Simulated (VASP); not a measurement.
Na3Rh:

```
CELL_PARAMETERS angstrom
7.87927 0.00000 0.00000
-3.93964 6.82365 0.00000
0.00000 0.00000 2.91315
ATOMIC_POSITIONS crystal
Na 0.82048 0.17952 0.00000
Na 0.82048 0.64095 0.00000
Na 0.35905 0.17952 0.00000
Rh 0.00000 0.00000 0.50000
```

The cell was generated, and may not be a known phase.

| Quantity | Value |
| --- | --- |
| Program | VASP 6.6.1 |
| Task | relaxation of cell and atoms |
| Functional | PBE |
| Potentials or basis | VASP PAW PBE potentials, release 64 (Na_pv, Rh_pv) |
| Cutoff | 600 eV |
| k mesh | 6 × 6 × 16 |
| Occupations | gaussian, width 0.1 eV |
| Spin | no spin polarisation |

At the start: pressure -0.1 GPa; volume 39.16 Å³/atom.

Problem. How do energy, volume and symmetry change on relaxing?

Solution. Over 5 steps the energy falls by 2.3 meV/atom and the volume is 38.96 Å³/atom (-0.5 %); space group P-6m2 (No. 187, to 0.1 Å) before and after.

Step by step:
| step | energy change (eV) | largest force (eV/Å) | pressure (GPa) | volume (Å³) |
| --- | --- | --- | --- | --- |
| 1 | 0.0000 | 0.0258 | -0.09 | 156.63 |
| 2 | -0.0034 | 0.0297 | -0.04 | 156.11 |
| 3 | -0.0081 | 0.0440 | 0.14 | 154.54 |
| 4 | -0.0091 | 0.0167 | 0.02 | 155.56 |
| 5 | -0.0092 | 0.0089 | 0.00 | 155.84 |

Final structure:
```xyz
4
Lattice="7.9649 0.0000 0.0000 -3.9825 6.8978 0.0000 0.0000 0.0000 2.8366" Properties=species:S:1:pos:R:3 pbc="T T T"
Na    5.8115    1.2433    0.0000
Na    3.9825    4.4112    0.0000
Na    2.1535    1.2433    0.0000
Rh   -3.9825    6.8978    1.4183
```
